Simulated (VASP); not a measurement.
# Ti (P6_3/mmc) in VASP: a series of runs

Ti is run at these levels: PBE; tasks: single point.

Everything below comes from runs of VASP 6.6.1. Logs are shortened: lines on timing, memory, paths and dates and some standing lists are left out, and cuts for length are marked.

**1. The cell of the first run**

The structure is hexagonal, space group P6_3/mmc (No. 194). The conventional cell has a = 2.900 Å, b = 2.900 Å, c = 4.600 Å, α = 90.00°, β = 90.00°, γ = 120.00°. Within 3.7 Å of Ti (site symmetry -6m2) lie 12 Ti at 2.84 to 2.90 Å.

**2. Single point, PBE**

Contents of INCAR:

```
SYSTEM = Ti
ALGO = Normal
EDIFF = 1E-6
ENCUT = 500
GGA = PE
GGA_COMPAT = .False.
ISIF = 2
ISMEAR = 0
LASPH = .True.
LCHARG = .False.
LREAL = .False.
LWAVE = .False.
NBANDS = 19
NELM = 120
PREC = Accurate
SIGMA = 0.1
```

Contents of KPOINTS:

```
k-points
0
Gamma
  9 9 4
  0 0 0
```

Contents of POSCAR:

```
Ti
1.0
    2.9000000000      0.0000000000      0.0000000000
   -1.4500000000      2.5114737000      0.0000000000
    0.0000000000      0.0000000000      4.6000000000
Ti
2
Direct
    0.3333333000      0.6666667000      0.2500000000
    0.6666667000      0.3333333000      0.7500000000
```

Potentials or basis: VASP PAW PBE potentials, release 64 (Ti_sv).

The run is started by

```
cat potpaw_PBE.64/Ti_sv/POTCAR > POTCAR
mpirun -np 1 vasp_std > vasp.out
```

OUTCAR:

```text
SYSTEM = Ti
   EDIFF = 1E-6
   ENCUT = 500
   GGA = PE
   ISIF = 2
   ISMEAR = 0
   LASPH = .True.
   LREAL = .False.
   NELM = 120
   PREC = Accurate

 ion  position               nearest neighbor table
   1  0.333  0.667  0.250-   2 2.84   2 2.84   2 2.84   2 2.84   2 2.84   2 2.84
   2  0.667  0.333  0.750-   1 2.84   1 2.84   1 2.84   1 2.84   1 2.84   1 2.84

  LATTYP: Found a hexagonal cell.
 ALAT       =     2.9000000000
 C/A-ratio  =     1.5862068966

  Lattice vectors:

 A1 = (   2.9000000000,   0.0000000000,   0.0000000000)
 A2 = (  -1.4500000000,   2.5114737000,   0.0000000000)
 A3 = (   0.0000000000,   0.0000000000,   4.6000000000)

Analysis of symmetry for initial positions (statically):
=====================================================================
 Subroutine PRICEL returns:
 Original cell was already a primitive cell.

 Routine SETGRP: Setting up the symmetry group for a
 hexagonal supercell.

 Subroutine GETGRP returns: Found 24 space group operations
 (whereof 12 operations were pure point group operations)
 out of a pool of 24 trial point group operations.

The static configuration has the point symmetry D_3d.
 The point group associated with its full space group is D_6h.

Analysis of symmetry for dynamics (positions and initial velocities):
=====================================================================
 Subroutine PRICEL returns:
 Original cell was already a primitive cell.

 Routine SETGRP: Setting up the symmetry group for a
 hexagonal supercell.

 Subroutine GETGRP returns: Found 24 space group operations
 (whereof 12 operations were pure point group operations)
 out of a pool of 24 trial point group operations.

The dynamic configuration has the point symmetry D_3d.
 The point group associated with its full space group is D_6h.

 Subroutine INISYM returns: Found 24 space group operations
 (whereof 12 operations are pure point group operations),
 and found     1 'primitive' translations

----------------------------------------------------------------------------------------

                                     Primitive cell

  volume of cell :      33.5031

  direct lattice vectors                    reciprocal lattice vectors
     2.900000000  0.000000000  0.000000000     0.344827586  0.199086297  0.000000000
    -1.450000000  2.511473700  0.000000000     0.000000000  0.398172595  0.000000000
     0.000000000  0.000000000  4.600000000     0.000000000  0.000000000  0.217391304

  length of vectors
     2.900000000  2.900000025  4.600000000     0.398172598  0.398172595  0.217391304

  position of ions in fractional coordinates (direct lattice)
     0.333333300  0.666666700  0.250000000
     0.666666700  0.333333300  0.750000000

  ion indices of the primitive-cell ions
   primitive index   ion index
                 1           1
                 2           2

----------------------------------------------------------------------------------------

 KPOINTS: k-points

Automatic generation of k-mesh.
 Grid dimensions read from file:
 generate k-points for:    9    9    4

 Generating k-lattice:

  Cartesian coordinates                     Fractional coordinates (reciprocal lattice)
     0.038314176  0.022120700  0.000000000     0.111111111  0.000000000  0.000000000
     0.000000000  0.044241399  0.000000000     0.000000000  0.111111111  0.000000000
     0.000000000  0.000000000  0.054347826     0.000000000  0.000000000  0.250000000

  Length of vectors
     0.044241400  0.044241399  0.054347826

  Shift w.r.t. Gamma in fractional coordinates (k-lattice)
     0.000000000  0.000000000  0.000000000

 Subroutine IBZKPT returns following result:
 ===========================================

 Found     36 irreducible k-points:

 Following reciprocal coordinates:
            Coordinates               Weight
  0.000000  0.000000  0.000000      1.000000
  0.111111 -0.000000  0.000000      6.000000
  0.222222  0.000000  0.000000      6.000000
  0.333333  0.000000  0.000000      6.000000
  0.444444  0.000000  0.000000      6.000000
  0.111111  0.111111  0.000000      6.000000
[... 16 lines left out ...]
  0.333333  0.222222  0.250000     24.000000
  0.333333  0.333333  0.250000      4.000000
 [... further k-points ...]
   k-points           NKPTS =     36   k-points in BZ     NKDIM =     36   number of bands    NBANDS=     19
   number of dos      NEDOS =    301   number of ions     NIONS =      2
   total plane-waves  NPLWV =  20736
   dimension x,y,z NGX =    24 NGY =   24 NGZ =   36
   dimension x,y,z NGXF=    48 NGYF=   48 NGZF=   72
   ions per type =               2
   NGX,Y,Z   is equivalent  to a cutoff of  13.76, 13.76, 13.01 a.u.
   NGXF,Y,Z  is equivalent  to a cutoff of  27.52, 27.52, 26.02 a.u.
 SYSTEM =  Ti
   PREC   = accura    normal or accurate (medium, high low for compatibility)
   ISTART =      0    job   : 0-new  1-cont  2-samecut
   ICHARG =      2    charge: 1-file 2-atom 10-const
   ISPIN  =      1    spin polarized calculation?
   LNONCOLLINEAR =      F non collinear calculations
   LSORBIT =      F    spin-orbit coupling
   LASPH  =      T    aspherical Exc in radial PAW
   ENCUT  =  500.0 eV  36.75 Ry    6.06 a.u.   5.29  5.29  8.39*2*pi/ulx,y,z
   NELM   =    120;   NELMIN=  2; NELMDL= -5     # of ELM steps
   EDIFF  = 0.1E-05   stopping-criterion for ELM
   LREAL  =      F    real-space projection
   EDIFFG = 0.1E-04   stopping-criterion for IOM
   NSW    =      0    number of steps for IOM
   IBRION =     -1    ionic relax: 0-MD 1-quasi-New 2-CG
   NFREE  =      0    steps in history (QN), initial steepest desc. (CG)
   ISIF   =      2    stress and relaxation
   ISYM   =      2    0-nonsym 1-usesym 2-fastsym
   POTIM  = 0.5000    time-step for ionic-motion
   TEBEG  =    0.0;   TEEND  =   0.0 temperature during run
   PSTRESS=    0.0 pullay stress
   NELECT =      24.0000    total number of electrons
   NUPDOWN=      -1.0000    fix difference up-down
   EMIN   =  10.00;   EMAX   =-10.00  energy-range for DOS
   EFERMI =   0.00;   METHOD = LEGACY
   ISMEAR =     0;   SIGMA  =   0.10  broadening in eV -4-tet -1-fermi 0-gaus
   EFERMI_NEDOS =   21; number of points for ismear=-14 and -15
   IALGO  =     38    algorithm
   IMIX   =      4    mixing-type and parameters
     AMIX     =   0.40;   BMIX     =  1.00
     AMIX_MAG =   1.60;   BMIX_MAG =  1.00
  volume/ion in A,a.u.               =      16.75       113.04
  Fermi-wavevector in a.u.,A,eV,Ry     =   1.464818  2.768105 29.193921  2.145693
  Thomas-Fermi vector in A             =   2.580749
   LORBIT       =      0    0 simple, 1 ext, 2 COOP (PROOUT), +10 PAW based schemes
   GGA     = PE    functional components
   LHFCALC =     F    Hartree Fock is set to
   AEXX    =    0.0000 exact exchange contribution
   IVDW    =     0    specifies the selected vdW correction
   LEPSILON=     F    determine dielectric tensor
   LRPA    =     F    only Hartree local field effects (RPA)
 non-spin polarized calculation
 Gauss-broadening in eV      SIGMA  =   0.10
  energy-cutoff  :      500.00
  volume of cell :       33.50
 maximum number of plane-waves:       860
 NGX is ok and might be reduce to    24
   NGX = 11   NGY = 11   NGZ = 17

 number of electron      23.9999999 magnetization

 Free energy of the ion-electron system (eV)
  ---------------------------------------------------
  ext. energy  EPLUGINS =         0.00000000
  ---------------------------------------------------
  free energy    TOTEN  =       -15.67155812 eV

  energy without entropy =      -15.66376402  energy(sigma->0) =      -15.66766107

 E-fermi :   8.6927     XC(G=0): -11.6691

 val. band max:        8.6290051048   @ k =   0.1111   0.1111   0.2500
 cond. band min:       8.6992561870   @ k =   0.2222   0.2222   0.5000
 fundamental gap:      0.0702510822
 Fermi energy:         8.6927287568

 k-point     1 :       0.0000    0.0000    0.0000
  band No.  band energies     occupation
      1     -48.0776      2.00000
      2     -47.9203      2.00000
      3     -24.7062      2.00000
      4     -23.9890      2.00000
      5     -23.9890      2.00000
      6     -23.9131      2.00000
[... 11 lines left out ...]
     18      10.4201      0.00000
     19      12.0172      0.00000

 k-point     2 :       0.1111   -0.0000    0.0000
  band No.  band energies     occupation
      1     -48.0638      2.00000
      2     -47.9148      2.00000
      3     -24.6761      2.00000
      4     -24.0507      2.00000
      5     -24.0094      2.00000
      6     -23.9416      2.00000
[... 11 lines left out ...]
     18      10.2678      0.00000
     19      12.1170      0.00000

 k-point     3 :       0.2222    0.0000    0.0000
  band No.  band energies     occupation
      1     -48.0274      2.00000
      2     -47.9023      2.00000
      3     -24.5933      2.00000
      4     -24.2084      2.00000
      5     -24.0973      2.00000
      6     -24.0584      2.00000
[... 11 lines left out ...]
     18      10.8812      0.00000
     19      12.2861      0.00000

 k-point     4 :       0.3333    0.0000    0.0000
  band No.  band energies     occupation
      1     -47.9820      2.00000
      2     -47.8916      2.00000
      3     -24.4803      2.00000
      4     -24.3897      2.00000
      5     -24.2656      2.00000
      6     -24.1113      2.00000
[... 407 lines left out ...]
     18      12.2639      0.00000
     19      12.8797      0.00000

 k-point    23 :       0.3333    0.2222    0.2500
  band No.  band energies     occupation
      1     -47.9228      2.00000
      2     -47.8978      2.00000
      3     -24.5048      2.00000
      4     -24.4405      2.00000
      5     -24.2955      2.00000
      6     -24.1707      2.00000
[... 11 lines left out ...]
     18      12.3700      0.00000
     19      13.9633      0.00000

 k-point    24 :       0.3333    0.3333    0.2500
  band No.  band energies     occupation
      1     -47.9054      2.00000
      2     -47.9054      2.00000
      3     -24.4322      2.00000
      4     -24.4322      2.00000
      5     -24.3856      2.00000
      6     -24.2042      2.00000
[... 11 lines left out ...]
     18      11.9831      0.00000
     19      15.5493      0.00000

 [... further k-points ...]

------------------------ aborting loop because EDIFF is reached ----------------------------------------

  FORCE on cell =-STRESS in cart. coord.  units (eV):
  Direction    XX          YY          ZZ          XY          YZ          ZX
  --------------------------------------------------------------------------------------
  -------------------------------------------------------------------------------------
  Total        0.9213516      0.9213516      0.6841145      0.0000000     -0.0000000      0.0000000
  in kB       44.0607111     44.0607122     32.7156004      0.0000000     -0.0000000      0.0000000
  external PRESSURE =      40.2790079 kB  Pullay stress =       0.0000000 kB

 VOLUME and BASIS-vectors are now :
 -----------------------------------------------------------------------------
  energy-cutoff  :      500.00
  volume of cell :       33.50
      direct lattice vectors                 reciprocal lattice vectors
     2.900000000  0.000000000  0.000000000     0.344827586  0.199086297  0.000000000
    -1.450000000  2.511473700  0.000000000     0.000000000  0.398172595  0.000000000
     0.000000000  0.000000000  4.600000000     0.000000000  0.000000000  0.217391304

 POSITION                                       TOTAL-FORCE (eV/Angst)
 -----------------------------------------------------------------------------------
     -0.00000      1.67432      1.15000        -0.000000      0.000000      0.000000
      1.45000      0.83716      3.45000         0.000000     -0.000000      0.000000
 -----------------------------------------------------------------------------------
    total drift:                               -0.000092      0.000053     -0.000002

  FREE ENERGIE OF THE ION-ELECTRON SYSTEM (eV)
  ---------------------------------------------------
  free  energy   TOTEN  =       -15.6715581244 eV

  energy  without entropy=      -15.6637640160  energy(sigma->0) =      -15.66766107
```

It took 10 s on 1 thread of Intel Xeon 6975P-C (Granite Rapids), shared host; peak memory 0.15 GiB.

What came out:

| Quantity | Value |
| --- | --- |
| Free energy | -15.6716 eV |
| Pressure | 4.0 GPa |
| Band gap on the k mesh | zero (band 12 reaches 9.52 eV, above the bottom of band 13 at 8.52 eV) |

Stress tensor (GPa, compression positive):
```
4.41 0.00 0.00
0.00 4.41 0.00
0.00 0.00 3.27
```

Levels at points of the mesh, in eV from the Fermi level:
| k point | band 10 | band 11 | band 12 | band 13 | band 14 | band 15 |
| --- | --- | --- | --- | --- | --- | --- |
| (0.00, 0.00, 0.00) | -2.75 | 0.83 | 0.83 | 0.89 | 0.93 | 1.35 |
| (0.00, 0.00, 0.50) | -4.36 | 0.11 | 0.11 | 0.73 | 0.73 | 0.73 |

**3. Single point, PBE**

This run uses another cell than the first one, of 17.39 Å³/atom, 1.038 times its volume.

Contents of INCAR:

```
SYSTEM = Ti
PREC = Accurate
ENCUT = 500
EDIFF = 1E-6
ISMEAR = 0
SIGMA = 0.1
LREAL = .False.
LASPH = .True.
NELM = 120
ALGO = Normal
ISIF = 2
LWAVE = .False.
LCHARG = .False.
GGA = PE
NBANDS = 19
GGA_COMPAT = .False.
```

Contents of KPOINTS:

```
regular mesh
0
Gamma
  18 18 10
  0 0 0
```

Contents of POSCAR:

```
Ti
1.0
    2.9387565292      0.0000000000      0.0000000000
   -1.4693782646      2.5450378098      0.0000000000
    0.0000000000      0.0000000000      4.6492623850
Ti
2
Direct
    0.3333333333      0.6666666667      0.2500000000
    0.6666666667      0.3333333333      0.7500000000
```

Potentials or basis: VASP PAW PBE potentials, release 64 (Ti_sv).

The run is started by

```
cat potpaw_PBE.64/Ti_sv/POTCAR > POTCAR
mpirun -np 1 vasp_std > vasp.out
```

OUTCAR:

```text
SYSTEM = Ti
   PREC = Accurate
   ENCUT = 500
   EDIFF = 1E-6
   ISMEAR = 0
   LREAL = .False.
   LASPH = .True.
   NELM = 120
   ISIF = 2
   GGA = PE

 ion  position               nearest neighbor table
   1  0.333  0.667  0.250-   2 2.88   2 2.88   2 2.88   2 2.88   2 2.88   2 2.88
   2  0.667  0.333  0.750-   1 2.88   1 2.88   1 2.88   1 2.88   1 2.88   1 2.88

  LATTYP: Found a hexagonal cell.
 ALAT       =     2.9387565292
 C/A-ratio  =     1.5820508908

  Lattice vectors:

[... 719 lines left out ...]

  FORCE on cell =-STRESS in cart. coord.  units (eV):
  Direction    XX          YY          ZZ          XY          YZ          ZX
  --------------------------------------------------------------------------------------
  -------------------------------------------------------------------------------------
  Total       -0.0570048     -0.0570048     -0.0578531      0.0000000      0.0000000      0.0000000
  in kB       -2.6265156     -2.6265156     -2.6656025      0.0000000      0.0000000      0.0000000
  external PRESSURE =      -2.6395446 kB  Pullay stress =       0.0000000 kB

 VOLUME and BASIS-vectors are now :
 -----------------------------------------------------------------------------
  energy-cutoff  :      500.00
  volume of cell :       34.77
      direct lattice vectors                 reciprocal lattice vectors
     2.938756529  0.000000000  0.000000000     0.340279976  0.196460736  0.000000000
    -1.469378265  2.545037810  0.000000000     0.000000000  0.392921471  0.000000000
     0.000000000  0.000000000  4.649262385     0.000000000  0.000000000  0.215087882

 POSITION                                       TOTAL-FORCE (eV/Angst)
 -----------------------------------------------------------------------------------
     -0.00000      1.69669      1.16232        -0.000000      0.000000      0.000000
      1.46938      0.84835      3.48695         0.000000      0.000000      0.000000
 -----------------------------------------------------------------------------------
    total drift:                                0.000000     -0.000000      0.000000

  FREE ENERGIE OF THE ION-ELECTRON SYSTEM (eV)
  ---------------------------------------------------
  free  energy   TOTEN  =       -15.6770035095 eV

  energy  without entropy=      -15.6675867219  energy(sigma->0) =      -15.67229512
```

OSZICAR:

```text
N       E                     dE             d eps       ncg     rms          rms(c)
DAV:   1     0.261100972855E+03    0.26110E+03   -0.12801E+04  8444   0.154E+03
DAV:   2     0.126274880360E+02   -0.24847E+03   -0.24444E+03  8639   0.437E+02
DAV:   3    -0.164932293788E+02   -0.29121E+02   -0.28769E+02 15672   0.123E+02
DAV:   4    -0.177062563580E+02   -0.12130E+01   -0.12114E+01  9718   0.260E+01
DAV:   5    -0.177628304016E+02   -0.56574E-01   -0.56568E-01 12606   0.404E+00    0.118E+01
DAV:   6    -0.156734132672E+02    0.20894E+01   -0.76005E+00  9783   0.276E+01    0.296E+00
DAV:   7    -0.156583182191E+02    0.15095E-01   -0.70714E-01 12728   0.610E+00    0.207E+00
DAV:   8    -0.156845181109E+02   -0.26200E-01   -0.19874E-01  9280   0.513E+00    0.698E-01
DAV:   9    -0.156765847542E+02    0.79334E-02   -0.44455E-02  9562   0.213E+00    0.680E-02
DAV:  10    -0.156769800073E+02   -0.39525E-03   -0.31701E-03 12223   0.334E-01    0.765E-02
DAV:  11    -0.156770153168E+02   -0.35310E-04   -0.10581E-04 10635   0.717E-02    0.382E-02
DAV:  12    -0.156770029770E+02    0.12340E-04   -0.39055E-05  9198   0.535E-02    0.241E-03
DAV:  13    -0.156770035095E+02   -0.53257E-06   -0.10286E-06  6505   0.859E-03
   1 F= -.15677004E+02 E0= -.15672295E+02  d E =-.941679E-02
```

Wall time 48 s (1 thread of Intel Xeon 6975P-C (Granite Rapids), shared host); peak memory 0.23 GiB.

Results:

| Item | Value |
| --- | --- |
| Free energy | -15.6770 eV |
| Pressure | -0.3 GPa |
| Band gap on the k mesh | zero (band 12 reaches 9.10 eV, above the bottom of band 13 at 8.00 eV) |
